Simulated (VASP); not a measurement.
# HfSi2 in VASP: single point with LDA

Aim: the single point of HfSi2 with LDA.

Everything below comes from runs of VASP 6.6.1. Logs are shortened: lines on timing, memory, paths and dates and some standing lists are left out, and cuts for length are marked.

### 1 The cell of the first run

The cell holds a slab with vacuum, 24 atoms: a = 3.620 Å, b = 7.347 Å, c = 27.641 Å, α = 90.00°, β = 90.00°, γ = 104.26°.

### 2 Single point, LDA

INCAR reads:

```
ALGO = Fast
DIPOL = 0.5 0.5 0.500
EDIFF = 1E-6
ENCUT = 520
GGA = CA
IDIPOL = 3
ISIF = 2
ISMEAR = 0
ISYM = 0
LASPH = True
LCHARG = False
LDIPOL = True
LREAL = Auto
LWAVE = False
NBANDS = 90
NELM = 60
PREC = Accurate
SIGMA = 0.1
```

KPOINTS reads:

```
k-points
0
Gamma
  10 5 1
```

POSCAR reads:

```
HfSi2
1.0
    3.6203540445      0.0000000000      0.0000000000
   -1.8101770223      7.1208537466      0.0000000000
    0.0000000000      0.0000000000     27.6409559836
Hf Si
8 16
Direct
    0.1047018023      0.2094036047      0.2713364908
    0.8952981977      0.7905963953      0.3366689220
    0.1047018023      0.2094036047      0.4020013532
    0.8952981977      0.7905963953      0.4673337844
    0.1047018023      0.2094036047      0.5326662156
    0.8952981977      0.7905963953      0.5979986468
    0.1047018023      0.2094036047      0.6633310780
    0.8952981977      0.7905963953      0.7286635092
    0.7498198621      0.4996397242      0.2713364908
    0.4448858157      0.8897716314      0.2713364908
    0.2501801379      0.5003602758      0.3366689220
    0.5551141843      0.1102283686      0.3366689220
    0.7498198621      0.4996397242      0.4020013532
    0.4448858157      0.8897716314      0.4020013532
    0.2501801379      0.5003602758      0.4673337844
    0.5551141843      0.1102283686      0.4673337844
    0.7498198621      0.4996397242      0.5326662156
    0.4448858157      0.8897716314      0.5326662156
    0.2501801379      0.5003602758      0.5979986468
    0.5551141843      0.1102283686      0.5979986468
    0.7498198621      0.4996397242      0.6633310780
    0.4448858157      0.8897716314      0.6633310780
    0.2501801379      0.5003602758      0.7286635092
    0.5551141843      0.1102283686      0.7286635092
```

Potentials or basis: VASP PAW LDA potentials, release 64 (Hf_pv, Si).

Run with:

```sh
cat potpaw_LDA.64/Hf_pv/POTCAR potpaw_LDA.64/Si/POTCAR > POTCAR
mpirun -np 1 vasp_std > vasp.out
```

OUTCAR:

```text
EDIFF = 1E-6
   ENCUT = 520
   GGA = CA
   ISIF = 2
   ISMEAR = 0
   ISYM = 0
   LASPH = True
   LREAL = Auto
   NELM = 60
   PREC = Accurate

 ion  position               nearest neighbor table
   1  0.105  0.209  0.271-  12 2.65  12 2.65   9 2.75   9 2.75  11 2.75  10 2.91  10 2.91   2 3.49
                             3 3.61
   2  0.895  0.791  0.337-  10 2.65  14 2.65  10 2.65  14 2.65  11 2.75  11 2.75   9 2.75  13 2.75
                            12 2.91  12 2.91   3 3.49   1 3.49   4 3.61
   3  0.105  0.209  0.402-  12 2.65  16 2.65  12 2.65  16 2.65  13 2.75  13 2.75  15 2.75  11 2.75
                            14 2.91  14 2.91   4 3.49   2 3.49   1 3.61   5 3.61
   4  0.895  0.791  0.467-  14 2.65  18 2.65  14 2.65  18 2.65  15 2.75  15 2.75  13 2.75  17 2.75
                            16 2.91  16 2.91   3 3.49   5 3.49   2 3.61   6 3.61
   5  0.105  0.209  0.533-  20 2.65  16 2.65  20 2.65  16 2.65  17 2.75  17 2.75  19 2.75  15 2.75
                            18 2.91  18 2.91   6 3.49   4 3.49   7 3.61   3 3.61
   6  0.895  0.791  0.598-  18 2.65  22 2.65  18 2.65  22 2.65  19 2.75  19 2.75  17 2.75  21 2.75
                            20 2.91  20 2.91   7 3.49   5 3.49   8 3.61   4 3.61
   7  0.105  0.209  0.663-  20 2.65  24 2.65  20 2.65  24 2.65  21 2.75  21 2.75  23 2.75  19 2.75
                            22 2.91  22 2.91   8 3.49   6 3.49   5 3.61
   8  0.895  0.791  0.729-  22 2.65  22 2.65  23 2.75  23 2.75  21 2.75  24 2.91  24 2.91   7 3.49
                             6 3.61
   9  0.750  0.500  0.271-  11 2.56  11 2.56   1 2.75   1 2.75   2 2.75
  10  0.445  0.890  0.271-  12 2.39   2 2.65   2 2.65   1 2.91   1 2.91
  11  0.250  0.500  0.337-   9 2.56  13 2.56   9 2.56  13 2.56   2 2.75   2 2.75   1 2.75   3 2.75
[... 23 lines left out ...]
  23  0.250  0.500  0.729-  21 2.56  21 2.56   8 2.75   8 2.75   7 2.75
  24  0.555  0.110  0.729-  22 2.39   7 2.65   7 2.65   8 2.91   8 2.91

IMPORTANT INFORMATION: All symmetrisations will be switched off!
NOSYMM: (Re-)initialisation of all symmetry stuff for point group C_1.

----------------------------------------------------------------------------------------

                                     Primitive cell

  volume of cell :     712.5842

  direct lattice vectors                    reciprocal lattice vectors
     3.620354044  0.000000000  0.000000000     0.276216079  0.070216300  0.000000000
    -1.810177022  7.120853747  0.000000000     0.000000000  0.140432599  0.000000000
     0.000000000  0.000000000 27.640955984     0.000000000  0.000000000  0.036178199

  length of vectors
     3.620354044  7.347332777 27.640955984     0.285001142  0.140432599  0.036178199

  position of ions in fractional coordinates (direct lattice)
     0.104701802  0.209403605  0.271336491
     0.895298198  0.790596395  0.336668922
     0.104701802  0.209403605  0.402001353
     0.895298198  0.790596395  0.467333784
     0.104701802  0.209403605  0.532666216
     0.895298198  0.790596395  0.597998647
[... 16 lines left out ...]
     0.250180138  0.500360276  0.728663509
     0.555114184  0.110228369  0.728663509

  ion indices of the primitive-cell ions
   primitive index   ion index
                 1           1
                 2           2
                 3           3
                 4           4
                 5           5
                 6           6
[... 16 lines left out ...]
                23          23
                24          24

----------------------------------------------------------------------------------------

 KPOINTS: k-points

Automatic generation of k-mesh.
 Grid dimensions read from file:
 generate k-points for:   10    5    1

 Generating k-lattice:

  Cartesian coordinates                     Fractional coordinates (reciprocal lattice)
     0.027621608  0.007021630  0.000000000     0.100000000  0.000000000  0.000000000
     0.000000000  0.028086520  0.000000000     0.000000000  0.200000000  0.000000000
     0.000000000  0.000000000  0.036178199     0.000000000  0.000000000  1.000000000

  Length of vectors
     0.028500114  0.028086520  0.036178199

  Shift w.r.t. Gamma in fractional coordinates (k-lattice)
     0.000000000  0.000000000  0.000000000

 -----------------------------------------------------------------------------
|                                                                             |
|           W    W    AA    RRRRR   N    N  II  N    N   GGGG   !!!           |
|           W    W   A  A   R    R  NN   N  II  NN   N  G    G  !!!           |
|           W    W  A    A  R    R  N N  N  II  N N  N  G       !!!           |
|           W WW W  AAAAAA  RRRRR   N  N N  II  N  N N  G  GGG   !            |
|           WW  WW  A    A  R   R   N   NN  II  N   NN  G    G                |
|           W    W  A    A  R    R  N    N  II  N    N   GGGG   !!!           |
[... 18 lines left out ...]

 Following reciprocal coordinates:
            Coordinates               Weight
  0.000000  0.000000  0.000000      1.000000
  0.100000  0.000000  0.000000      2.000000
  0.200000  0.000000  0.000000      2.000000
  0.300000  0.000000  0.000000      2.000000
  0.400000  0.000000  0.000000      2.000000
  0.500000  0.000000  0.000000      1.000000
[... 16 lines left out ...]
 -0.400000  0.400000  0.000000      2.000000
 -0.300000  0.400000  0.000000      2.000000
 [... further k-points ...]
   k-points           NKPTS =     26   k-points in BZ     NKDIM =     26   number of bands    NBANDS=     90
   number of dos      NEDOS =    301   number of ions     NIONS =     24
   total plane-waves  NPLWV = 329280
   dimension x,y,z NGX =    28 NGY =   56 NGZ =  210
   dimension x,y,z NGXF=    56 NGYF=  112 NGZF=  420
   ions per type =               8  16
   NGX,Y,Z   is equivalent  to a cutoff of  12.86, 12.67, 12.63 a.u.
   NGXF,Y,Z  is equivalent  to a cutoff of  25.72, 25.34, 25.26 a.u.
 SYSTEM =  unknown system
   PREC   = accura    normal or accurate (medium, high low for compatibility)
   ISTART =      0    job   : 0-new  1-cont  2-samecut
   ICHARG =      2    charge: 1-file 2-atom 10-const
   ISPIN  =      1    spin polarized calculation?
   LNONCOLLINEAR =      F non collinear calculations
   LSORBIT =      F    spin-orbit coupling
   LASPH  =      T    aspherical Exc in radial PAW
   ENCUT  =  520.0 eV  38.22 Ry    6.18 a.u.   6.73 13.66 51.39*2*pi/ulx,y,z
   NELM   =     60;   NELMIN=  2; NELMDL= -5     # of ELM steps
   EDIFF  = 0.1E-05   stopping-criterion for ELM
   LREAL  =      T    real-space projection
   EDIFFG = 0.1E-04   stopping-criterion for IOM
   NSW    =      0    number of steps for IOM
   IBRION =     -1    ionic relax: 0-MD 1-quasi-New 2-CG
   NFREE  =      0    steps in history (QN), initial steepest desc. (CG)
   ISIF   =      2    stress and relaxation
   ISYM   =      0    0-nonsym 1-usesym 2-fastsym
   POTIM  = 0.5000    time-step for ionic-motion
   TEBEG  =    0.0;   TEEND  =   0.0 temperature during run
   PSTRESS=    0.0 pullay stress
   NELECT =     144.0000    total number of electrons
   NUPDOWN=      -1.0000    fix difference up-down
   EMIN   =  10.00;   EMAX   =-10.00  energy-range for DOS
   EFERMI =   0.00;   METHOD = LEGACY
   ISMEAR =     0;   SIGMA  =   0.10  broadening in eV -4-tet -1-fermi 0-gaus
   EFERMI_NEDOS =   21; number of points for ismear=-14 and -15
   IALGO  =     68    algorithm
   IMIX   =      4    mixing-type and parameters
     AMIX     =   0.40;   BMIX     =  1.00
     AMIX_MAG =   1.60;   BMIX_MAG =  1.00
  volume/ion in A,a.u.               =      29.69       200.36
  Fermi-wavevector in a.u.,A,eV,Ry     =   0.960691  1.815442 12.557180  0.922927
  Thomas-Fermi vector in A             =   2.089997
   LORBIT       =      0    0 simple, 1 ext, 2 COOP (PROOUT), +10 PAW based schemes
   GGA     = CA    functional components
   LHFCALC =     F    Hartree Fock is set to
   AEXX    =    0.0000 exact exchange contribution
   IVDW    =     0    specifies the selected vdW correction
   LEPSILON=     F    determine dielectric tensor
   LRPA    =     F    only Hartree local field effects (RPA)
 non-spin polarized calculation
 RMM-DIIS sequential band-by-band and
 Gauss-broadening in eV      SIGMA  =   0.10
  energy-cutoff  :      520.00
  volume of cell :      712.58
 maximum number of plane-waves:     19231
   NGX = 13   NGY = 27   NGZ =103

 dipolmoment           0.000000      0.000000     -0.000129 electrons x Angstroem

 number of electron     143.9999996 magnetization

 dipolmoment           0.000000      0.000000      0.000024 electrons x Angstroem

 Free energy of the ion-electron system (eV)
  ---------------------------------------------------
  ext. energy  EPLUGINS =         0.00000000
  ---------------------------------------------------
  free energy    TOTEN  =      -190.81535354 eV

  energy without entropy =     -190.78763630  energy(sigma->0) =     -190.80149492

 E-fermi :   2.2914     XC(G=0):  -6.9358

 val. band max:        2.2701454605   @ k =  -0.2000   0.4000   0.0000
 cond. band min:       2.3371111750   @ k =   0.0000   0.0000   0.0000
 fundamental gap:      0.0669657145
 Fermi energy:         2.2914169543

 k-point     1 :       0.0000    0.0000    0.0000
  band No.  band energies     occupation
      1     -28.6325      2.00000
      2     -28.6325      2.00000
      3     -28.3089      2.00000
      4     -28.3089      2.00000
      5     -28.2752      2.00000
      6     -28.2752      2.00000
[... 2077 lines left out ...]
     83       4.2292      0.00000
     84       4.3095      0.00000

 [... further k-points ...]

 [bands above 84 left out]

------------------------ aborting loop because EDIFF is reached ----------------------------------------

 vacuum level on the upper side and lower side of the slab       (xc-potential included)        -0.155        -0.153

  FORCE on cell =-STRESS in cart. coord.  units (eV):
  Direction    XX          YY          ZZ          XY          YZ          ZX
  --------------------------------------------------------------------------------------
  -------------------------------------------------------------------------------------
  Total       -8.8876610    -10.5983890      1.8503812     -0.0440464     -1.5443528      0.0414880
  in kB      -19.9830555    -23.8294638      4.1604052     -0.0990341     -3.4723295      0.0932817
  external PRESSURE =     -13.2173714 kB  Pullay stress =       0.0000000 kB

 VOLUME and BASIS-vectors are now :
 -----------------------------------------------------------------------------
  energy-cutoff  :      520.00
  volume of cell :      712.58
      direct lattice vectors                 reciprocal lattice vectors
     3.620354044  0.000000000  0.000000000     0.276216079  0.070216300  0.000000000
    -1.810177022  7.120853747  0.000000000     0.000000000  0.140432599  0.000000000
     0.000000000  0.000000000 27.640955984     0.000000000  0.000000000  0.036178199

 POSITION                                       TOTAL-FORCE (eV/Angst)
 -----------------------------------------------------------------------------------
     -0.00000      1.49113      7.50000        -0.000312     -0.827308      0.947936
      1.81018      5.62972      9.30585         0.003573      0.381646      0.281976
     -0.00000      1.49113     11.11170        -0.005568     -0.289836      0.282797
      1.81018      5.62972     12.91755         0.006261      0.250948      0.088546
     -0.00000      1.49113     14.72340        -0.006264     -0.250951     -0.088661
      1.81018      5.62972     16.52925         0.005568      0.289837     -0.282840
[... 16 lines left out ...]
     -0.00000      3.56299     20.14096         0.001067      0.071799     -0.413240
      1.81018      0.78492     20.14096         0.001517     -1.089141      0.873819
 -----------------------------------------------------------------------------------
    total drift:                               -0.000003      0.000067     -0.000464

  FREE ENERGIE OF THE ION-ELECTRON SYSTEM (eV)
  ---------------------------------------------------
  free  energy   TOTEN  =      -190.8153535402 eV

  energy  without entropy=     -190.7876363038  energy(sigma->0) =     -190.80149492

 vacuum level on the upper side and lower side of the slab         6.711         6.715
```

It took 1.6 h on 1 thread of Oxide Virtual Turin-like, shared host; peak memory 1.1 GiB.

Results:

```yaml
Free_energy: -190.8154 eV
Largest_force: 1.396 eV/Å
Band_gap_on_the_k_mesh: zero (bands 72 and 73 overlap by 1.04 eV)
```

Forces on the atoms (eV/Å):
```
Hf   0.000 -0.827  0.948
Hf   0.004  0.382  0.282
Hf  -0.006 -0.290  0.283
Hf   0.006  0.251  0.089
Hf  -0.006 -0.251 -0.089
Hf   0.006  0.290 -0.283
Hf  -0.004 -0.382 -0.282
Hf   0.000  0.827 -0.948
Si  -0.001 -0.072  0.413
Si  -0.002  1.089 -0.874
Si  -0.005 -0.291 -0.748
Si   0.001 -0.088 -0.570
Si   0.004 -0.011 -0.012
Si  -0.004  0.093 -0.035
Si   0.002 -0.065 -0.084
Si   0.000 -0.061 -0.032
Si  -0.002  0.065  0.084
Si   0.000  0.061  0.032
Si  -0.004  0.011  0.012
Si   0.004 -0.093  0.035
Si   0.005  0.291  0.748
Si  -0.001  0.088  0.570
Si   0.001  0.072 -0.413
Si   0.002 -1.089  0.874
```

Caveat: spin-orbit coupling is left out, which moves the levels of the heavy elements.

The gap in the log of VASP goes by the Fermi energy; the results here count the filled bands.